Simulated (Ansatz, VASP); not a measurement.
**H2Rh in VASP and in Ansatz**

```
H Rh
1.0
     3.96913    0.00000    0.00000
     0.00000    3.96913    0.00000
     0.00000    0.00000    2.87023
H Rh
4 2
Direct
  0.31193 0.31193 0.00000
  0.18807 0.81193 0.50000
  0.68807 0.68807 0.00000
  0.81193 0.18807 0.50000
  0.00000 0.00000 0.00000
  0.50000 0.50000 0.50000
```

Alike in both runs: functional PBE; k mesh 10 × 10 × 14; occupations gaussian, width 0.1 eV; no spin polarisation.

Ansatz relaxed the structure, and its values are those at the end. VASP's run is a single point on that final structure, the one shown.

|  | VASP | Ansatz |
| --- | --- | --- |
| version | VASP 6.6.1 | Ansatz 0.2.0 |
| potentials or method | VASP PAW PBE potentials, release 64 (H, Rh_pv), cutoff 520 eV | scalar-relativistic, plane waves, PAW |
| valence electrons in the cell | 34 | 38 |

|  | VASP | Ansatz | Ansatz less VASP |
| --- | --- | --- | --- |
| gap on the k mesh at the Fermi level (eV) | none | none | - |
| pressure (GPa) | 0.0 | 0.0 | +0.02 |

A gap of «none» marks a metal or a gap that the smearing closes. With one functional, cell and mesh, what is left measures potentials, basis and numerics. VASP's potentials hold 34 valence electrons a cell and Ansatz's 38, so a difference there can come from the potentials and not from the codes.
